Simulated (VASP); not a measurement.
A run of VASP 6.6.1:

INCAR

```
SYSTEM = NaB4
PREC = Accurate ; ENCUT = 500
EDIFF = 1E-6 ; ISMEAR = 0
SIGMA = 0.2 ; LREAL = .FALSE.
LASPH = .TRUE. ; NELM = 120
ALGO = Normal ; ISIF = 2
LWAVE = .FALSE. ; LCHARG = .FALSE.
GGA = PE ; NBANDS = 18
GGA_COMPAT = .FALSE.
```

The input KPOINTS:

```
Automatic mesh
0
G
  5 5 4
  0 0 0
```

POSCAR

```
NaB4
1.0
    4.5683864504     -0.0000000033      0.0000000000
   -2.2841932223      3.9563387220      0.0000000000
    0.0000000000      0.0000000000      3.1856404808
Na B
1 4
Direct
    0.6666666667      0.3333333333      0.5000000000
    0.3333333333      0.6666666667      0.2493258845
    0.3333333333      0.6666666667      0.7506741155
    0.0000000000      0.0000000000      0.2493266982
    0.0000000000      0.0000000000      0.7506733018
```

Potentials or basis: VASP PAW PBE potentials, release 64 (Na_pv, B).

Command:

```sh
$ cat potpaw_PBE.64/Na_pv/POTCAR potpaw_PBE.64/B/POTCAR > POTCAR
$ mpirun -np 1 vasp_std > vasp.out
```

Hardware: 1 thread of Intel(R) Xeon(R) Platinum 8488C (Sapphire Rapids), on a shared host.

Q: Estimate the wall time of this run.

A: Run time: 13 s on 1 thread of Intel(R) Xeon(R) Platinum 8488C (Sapphire Rapids), with other jobs on the host, peak memory 0.17 GiB. Counts: scf iterations 13, k points 15.
